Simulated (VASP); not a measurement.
LiF, 2 atoms in the cell. It takes space group I4/mmm (No. 139, tetragonal). The conventional cell has a = 2.991 Å, b = 2.991 Å, c = 3.827 Å, α = 90.00°, β = 90.00°, γ = 90.00°. Within 2.5 Å of Li (site symmetry 4/mmm) lie 6 F at 1.91 to 2.11 Å. Within 2.5 Å of F (site symmetry 4/mmm) lie 6 Li at 1.91 to 2.11 Å.  This cell differs from its parent crystal: strain +0.050 along x and y, -0.050 along z.

| Item | Value |
| --- | --- |
| Program | VASP 6.6.1 |
| Task | single point |
| Functional | PBE |
| Potentials or basis | VASP PAW PBE potentials, release 64 (Li_sv, F) |
| Cutoff | 520 eV |
| k mesh | 10 × 10 × 10 |
| Occupations | gaussian, width 0.05 eV |
| Spin | no spin polarisation |
| Dipole correction | no |
| Further INCAR settings | ALGO = Normal; EDIFF = 1e-06; NBANDS = 12 |

Potentials or basis: VASP PAW PBE potentials, release 64 (Li_sv, F).

Run with:

```console
$ cat potpaw_PBE.64/Li_sv/POTCAR potpaw_PBE.64/F/POTCAR > POTCAR
$ mpirun -np 1 vasp_std > vasp.out
```

Hardware: 1 thread of Intel(R) Xeon(R) 6975P-C (Granite Rapids) (shared host).

Question: Estimate the wall time of this run.

Answer: Wall time 7 s on 1 thread of Intel(R) Xeon(R) 6975P-C (Granite Rapids), with other jobs on the host, peak memory 0.14 GiB. Counts: scf iterations 12, k points 102.
